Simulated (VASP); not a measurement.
Wanted: the native input for a VASP 6.6.1 run.

* Task: single point
* Functional: r2SCAN
* Dispersion: rVV10
* Potentials or basis: VASP PAW PBE potentials, release 64 (Pb_d, S)
* Cutoff: 520 eV
* k mesh: 6 × 6 × 6
* Occupations: fermi-dirac, width 0.02 eV
* Spin: no spin polarisation
* Dipole correction: no
* Further INCAR settings: ALGO = Normal; EDIFF = 1e-07; NBANDS = 17

Crystal: PbS.

```
CELL_PARAMETERS angstrom
2.10051 1.21273 3.43019
-2.10051 1.21273 3.43019
0.00000 -2.42546 3.43019
ATOMIC_POSITIONS crystal
Pb 0.97814 0.97814 0.97814
S 0.47746 0.47746 0.47746
```

One way to write it, as run:

POSCAR

```
PbS
1.0
    2.1005110974      1.2127306475      3.4301898291
   -2.1005110974      1.2127306475      3.4301898291
    0.0000000000     -2.4254612951      3.4301898291
Pb S
1 1
Direct
    0.9781436732      0.9781436732      0.9781436732
    0.4774576568      0.4774576568      0.4774576568
```

INCAR.step1

```
SYSTEM = PbS
PREC = Accurate ; ENCUT = 520
ISMEAR = -1 ; SIGMA = 0.02
LREAL = .False. ; LASPH = .True.
NELM = 100 ; NBANDS = 17
GGA = PE ; ALGO = Normal
EDIFF = 1E-4 ; LWAVE = .True.
LCHARG = .False.
```

INCAR.step2

```
SYSTEM = PbS
PREC = Accurate ; ENCUT = 520
EDIFF = 1E-7 ; ISMEAR = -1
SIGMA = 0.02 ; LREAL = .False.
LASPH = .True. ; NELM = 100
ALGO = Normal ; ISIF = 2
LWAVE = .False. ; LCHARG = .False.
METAGGA = R2SCAN ; LMIXTAU = .True.
LUSE_VDW = .True. ; IVDW_NL = 2
BPARAM = 11.95 ; CPARAM = 0.0093
NBANDS = 17 ; ISTART = 1
```

KPOINTS

```
Automatic mesh
0
Gamma
  6 6 6
  0 0 0
```

Potentials or basis: VASP PAW PBE potentials, release 64 (Pb_d, S).

Command:

```bash
$ cat potpaw_PBE.64/Pb_d/POTCAR potpaw_PBE.64/S/POTCAR > POTCAR
$ cp INCAR.step1 INCAR
$ mpirun -np 1 vasp_std > vasp.out
$ cp INCAR.step2 INCAR
$ mpirun -np 1 vasp_std > vasp.out
```

It gave:

The pressure is 0.1 GPa and the band gap on the k mesh is 0.60 eV, direct.

Caveat: the PAW data sets were made with another functional, which shifts forces and pressure a little; spin-orbit coupling is left out, which moves the levels of the heavy elements.

Run time: 120 s on 1 thread of Intel(R) Xeon(R) Platinum 8259CL CPU @ 2.50GHz (Skylake/Cascade Lake), with other jobs on the host, peak memory 0.33 GiB.
